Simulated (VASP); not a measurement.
# Co (P6_3/mmc) in VASP: notebook

Runs on Co. Level: LDA. Tasks: single point.

Everything below comes from runs of VASP 6.6.1. Logs are shortened: lines on timing, memory, paths and dates and some standing lists are left out, and cuts for length are marked.

### 1 The cell of the first run

It takes space group P6_3/mmc (No. 194, hexagonal). Conventional cell: a = 2.520 Å, b = 2.520 Å, c = 8.167 Å, α = 90.00°, β = 90.00°, γ = 120.00°. Within 3.3 Å of Co (site symmetry -3m) lie 12 Co at 2.51 to 2.52 Å. Within 3.3 Å of Co (site symmetry -6m2) lie 12 Co at 2.51 to 2.52 Å.

### 2 Single point, LDA, collinear spin, ferromagnetic start (11.23 Å³/atom)

The input, INCAR:

```
PREC = Accurate ; ENCUT = 520
EDIFF = 1E-6 ; ISMEAR = -1
SIGMA = 0.05 ; LREAL = F
LASPH = T ; NELM = 150
ALGO = Normal ; ISIF = 2
LWAVE = F ; LCHARG = F
ISPIN = 2 ; MAGMOM = 1.58 1.58 1.6 1.6
LORBIT = 11 ; LMAXMIX = 4
NBANDS = 30
```

The input, KPOINTS:

```
regular mesh
0
Gamma
  17 17 5
```

The input, POSCAR:

```
Co
1.0
    2.5200639449      0.0000000000      0.0000000000
   -1.2600319725      2.1824393954      0.0000000000
    0.0000000000      0.0000000000      8.1673494666
Co
4
Direct
    1.0000000000      0.0000000000      1.0000000000
    1.0000000000      0.0000000000      0.5000000000
    0.3333333333      0.6666666667      0.2500000000
    0.6666666667      0.3333333333      0.7500000000
```

Potentials or basis: VASP PAW LDA potentials, release 64 (Co).

On the command line:

```console
> cat potpaw_LDA.64/Co/POTCAR > POTCAR
> mpirun -np 1 vasp_std > vasp.out
```

OUTCAR:

```text
PREC = Accurate
   ENCUT = 520
   EDIFF = 1E-6
   ISMEAR = -1
   LREAL = F
   LASPH = T
   NELM = 150
   ISIF = 2
   ISPIN = 2
   LORBIT = 11

 ion  position               nearest neighbor table
   1  0.000  0.000  0.000-   3 2.51   4 2.51   3 2.51   4 2.51   4 2.51   3 2.51
   2  0.000  0.000  0.500-   3 2.51   4 2.51   3 2.51   4 2.51   4 2.51   3 2.51
   3  0.333  0.667  0.250-   1 2.51   2 2.51   1 2.51   2 2.51   1 2.51   2 2.51
   4  0.667  0.333  0.750-   1 2.51   2 2.51   1 2.51   2 2.51   1 2.51   2 2.51

  LATTYP: Found a hexagonal cell.
 ALAT       =     2.5200639449
 C/A-ratio  =     3.2409294546

  Lattice vectors:

 A1 = (   2.5200639449,   0.0000000000,   0.0000000000)
 A2 = (  -1.2600319725,   2.1824393954,   0.0000000000)
 A3 = (   0.0000000000,   0.0000000000,   8.1673494666)

Analysis of symmetry for initial positions (statically):
=====================================================================
 Subroutine PRICEL returns:
 Original cell was already a primitive cell.

 Routine SETGRP: Setting up the symmetry group for a
 hexagonal supercell.

 Subroutine GETGRP returns: Found 24 space group operations
 (whereof 12 operations were pure point group operations)
 out of a pool of 24 trial point group operations.

The static configuration has the point symmetry D_3d.
 The point group associated with its full space group is D_6h.

Analysis of symmetry for dynamics (positions and initial velocities):
=====================================================================
 Subroutine PRICEL returns:
 Original cell was already a primitive cell.

 Routine SETGRP: Setting up the symmetry group for a
 hexagonal supercell.

 Subroutine GETGRP returns: Found 24 space group operations
 (whereof 12 operations were pure point group operations)
 out of a pool of 24 trial point group operations.

The dynamic configuration has the point symmetry D_3d.
 The point group associated with its full space group is D_6h.

Analysis of structural, dynamic, and magnetic symmetry:
=====================================================================
 Subroutine PRICEL returns:
 Original cell was already a primitive cell.

 Routine SETGRP: Setting up the symmetry group for a
 hexagonal supercell.

 Subroutine GETGRP returns: Found 24 space group operations
 (whereof 12 operations were pure point group operations)
 out of a pool of 24 trial point group operations.

The overall configuration has the point symmetry D_3d.
 The point group associated with its full space group is D_6h.

 Subroutine INISYM returns: Found 24 space group operations
[... 129 lines left out ...]
   IVDW    =     0    specifies the selected vdW correction
   LEPSILON=     F    determine dielectric tensor
   LRPA    =     F    only Hartree local field effects (RPA)
 spin polarized calculation
  energy-cutoff  :      520.00
  volume of cell :       44.92
 maximum number of plane-waves:      1224
 NGX is ok and might be reduce to    20
   NGX =  9   NGY =  9   NGZ = 31

 number of electron      36.0000017 magnetization       6.4089866

 Free energy of the ion-electron system (eV)
  ---------------------------------------------------
  ext. energy  EPLUGINS =         0.00000000
  ---------------------------------------------------
  free energy    TOTEN  =       -32.06000408 eV

  energy without entropy =      -32.02746338  energy(sigma->0) =      -32.04373373

 E-fermi :   9.4544     XC(G=0): -13.5372

 val. band max:        9.4535028504   @ k =   0.1765   0.0588   0.4000
 cond. band min:       9.4550433239   @ k =   0.1765   0.0588   0.2000
 fundamental gap:      0.0015404735
 Fermi energy:         9.4543706560

 spin component 1

 k-point     1 :       0.0000    0.0000    0.0000
  band No.  band energies     occupation
      1       0.7133      1.00000
      2       2.8996      1.00000
      3       2.9127      1.00000
      4       4.5283      1.00000
      5       6.6643      1.00000
      6       6.6942      1.00000
[... 781 lines left out ...]
     29      23.6231      0.00000
     30      23.9358      0.00000

 [... further k-points ...]

 spin component 2

 k-point     1 :       0.0000    0.0000    0.0000
  band No.  band energies     occupation
      1       0.8920      1.00000
      2       3.1396      1.00000
      3       3.1448      1.00000
      4       5.4389      1.00000
      5       7.9225      1.00000
      6       7.9615      1.00000
[... 781 lines left out ...]
     29      24.1736      0.00000
     30      24.4483      0.00000

 [... further k-points ...]

------------------------ aborting loop because EDIFF is reached ----------------------------------------

  FORCE on cell =-STRESS in cart. coord.  units (eV):
  Direction    XX          YY          ZZ          XY          YZ          ZX
  --------------------------------------------------------------------------------------
  -------------------------------------------------------------------------------------
  Total       -6.6142590     -6.6142590     -6.7881259      0.0000000      0.0000000      0.0000000
  in kB     -235.9157227   -235.9157226   -242.1171642      0.0000000      0.0000000      0.0000000
  external PRESSURE =    -237.9828698 kB  Pullay stress =       0.0000000 kB

 VOLUME and BASIS-vectors are now :
 -----------------------------------------------------------------------------
  energy-cutoff  :      520.00
  volume of cell :       44.92
      direct lattice vectors                 reciprocal lattice vectors
     2.520063945  0.000000000  0.000000000     0.396815328  0.229101436  0.000000000
    -1.260031972  2.182439395  0.000000000     0.000000000  0.458202872  0.000000000
     0.000000000  0.000000000  8.167349467     0.000000000  0.000000000  0.122438743

 POSITION                                       TOTAL-FORCE (eV/Angst)
 -----------------------------------------------------------------------------------
      0.00000      0.00000      0.00000         0.000000      0.000000      0.000000
      0.00000      0.00000      4.08367         0.000000      0.000000      0.000000
     -0.00000      1.45496      2.04184         0.000000     -0.000000     -0.000000
      1.26003      0.72748      6.12551        -0.000000     -0.000000      0.000000
 -----------------------------------------------------------------------------------
    total drift:                                0.000000     -0.000000      0.000000

  FREE ENERGIE OF THE ION-ELECTRON SYSTEM (eV)
  ---------------------------------------------------
  free  energy   TOTEN  =       -32.0600040777 eV

  energy  without entropy=      -32.0274633844  energy(sigma->0) =      -32.04373373

 total charge

# of ion       s       p       d       tot
------------------------------------------
    1        0.476   0.487   7.257   8.220
    2        0.476   0.487   7.257   8.220
    3        0.476   0.488   7.252   8.216
    4        0.476   0.488   7.252   8.216
--------------------------------------------------
tot          1.903   1.950  29.018  32.871

 magnetization (x)

# of ion       s       p       d       tot
------------------------------------------
    1       -0.012  -0.037   1.651   1.602
    2       -0.012  -0.037   1.651   1.602
    3       -0.012  -0.038   1.667   1.618
    4       -0.012  -0.038   1.667   1.618
--------------------------------------------------
tot         -0.048  -0.149   6.636   6.440
```

stdout:

```text
POSCAR found type information on POSCAR Co
 POSCAR found :  1 types and       4 ions
 scaLAPACK will be used
 LDA part: xc-table for (Slater(with rela. corr.)+CA(PZ))
 , standard interpolation
 POSCAR, INCAR and KPOINTS ok, starting setup
 FFT: planning ... GRIDC
 FFT: planning ... GRID_SOFT
 FFT: planning ... GRID
 WAVECAR not read
 entering main loop
```

Wall time 6.8 min (1 thread of Intel Xeon 8259CL, shared host); peak memory 0.28 GiB.

Results:

```
Free energy                                           : -32.0600 eV
Pressure                                              : -23.8 GPa
Net moment                                            : 6.41 μB per cell
Site moments                                          : Co +1.60, +1.62 (each value once) μB
Valence electrons inside the program's atomic spheres : Co 8.22
```

Stress tensor (GPa, compression positive):
```
-23.59   0.00   0.00
  0.00 -23.59   0.00
  0.00   0.00 -24.21
```

Levels at points of the mesh, in eV from the Fermi level:
Spin up:
```tsv
k point	band 19	band 20	band 21	band 22	band 23	band 24
(0.00, 0.00, 0.00)	-1.32	-1.02	-1.02	-0.64	-0.64	-0.11
```
Spin down:
```tsv
k point	band 10	band 11	band 12	band 13	band 14	band 15	band 16	band 17	band 18	band 19
(0.00, 0.00, 0.00)	-1.08	-1.01	-0.80	-0.80	-0.75	-0.75	-0.01	-0.01	0.04	0.32
```

Caveat: the cell stands under tension.

### 3 Single point, LDA, collinear spin, antiferromagnetic start

This run uses another cell than the first one, of 10.03 Å³/atom.

The input, INCAR:

```
  PREC = Accurate
  ENCUT = 520
  EDIFF = 1E-7
  ISMEAR = -1
  SIGMA = 0.05
  LREAL = False
  LASPH = True
  NELM = 150
  ALGO = Normal
  ISIF = 2
  LWAVE = False
  LCHARG = True
  ISPIN = 2
  MAGMOM = 1.7 1.7 -1.7 -1.7
  LORBIT = 11
  LMAXMIX = 4
  GGA = CA
  LELF = True
  LVHAR = True
  NBANDS = 30
```

The input, KPOINTS:

```
regular mesh
0
Gamma
  14 14 4
```

The input, POSCAR:

```
Co
1.0
    2.4266360966      0.0000000000      0.0000000000
   -1.2133180483      2.1015285053      0.0000000000
    0.0000000000      0.0000000000      7.8645784139
Co
4
Direct
    0.0000000000      0.0000000000      1.0000000000
    0.0000000000      0.0000000000      0.5000000000
    0.3333333333      0.6666666667      0.2500000000
    0.6666666667      0.3333333333      0.7500000000
```

Potentials or basis: VASP PAW LDA potentials, release 64 (Co).

On the command line:

```console
> cat potpaw_LDA.64/Co/POTCAR > POTCAR
> mpirun -np 1 vasp_std > vasp.out
```

Run time: 5.3 min. Hardware: 1 thread of Intel Xeon Platinum 8259CL at 2.50GHz (Skylake/Cascade Lake), shared host; peak memory 0.22 GiB.

The run converged. Its results:

| Property | Result |
| --- | --- |
| Free energy | -32.1499 eV |
| Pressure | -12.9 GPa |
| Band gap on the k mesh | zero (filled and empty bands overlap) |
| Net moment | 0.00 μB per cell |
| Valence electrons inside the program's atomic spheres | Co 8.44 |

Stress tensor (GPa, compression positive):
```
-13.45   0.00   0.00
  0.00 -13.45   0.00
  0.00   0.00 -11.72
```

Levels at points of the mesh, in eV from the Fermi level:
Spin up:
```csv
k point,band 14,band 15,band 16,band 17,band 18,band 19,band 20,band 21,band 22,band 23
"(0.00, 0.00, 0.00)",-1.71,-1.71,-0.90,-0.90,-0.51,-0.51,-0.20,-0.20,-0.04,0.27
"(0.50, 0.00, 0.00)",0.32,0.34,0.37,0.38,0.48,0.49,0.51,0.53,1.69,3.30
"(0.00, 0.00, 0.50)",-1.88,-1.60,-1.60,-0.70,-0.70,-0.70,-0.70,0.06,0.06,0.06
"(0.50, 0.00, 0.50)",-0.88,-0.05,-0.05,0.34,0.34,0.47,0.47,1.97,1.97,3.48
```
Spin down:
| k point | band 15 | band 16 | band 17 | band 18 | band 19 | band 20 | band 21 | band 22 |
| --- | --- | --- | --- | --- | --- | --- | --- | --- |
| (0.00, 0.00, 0.00) | -1.71 | -0.90 | -0.90 | -0.51 | -0.51 | -0.20 | -0.20 | -0.04 |
| (0.50, 0.00, 0.00) | 0.34 | 0.37 | 0.38 | 0.48 | 0.49 | 0.51 | 0.53 | 1.69 |
| (0.00, 0.00, 0.50) | -1.60 | -1.60 | -0.70 | -0.70 | -0.70 | -0.70 | 0.06 | 0.06 |
| (0.50, 0.00, 0.50) | -0.05 | -0.05 | 0.34 | 0.34 | 0.47 | 0.47 | 1.97 | 1.97 |

Caveat: the cell stands under tension.
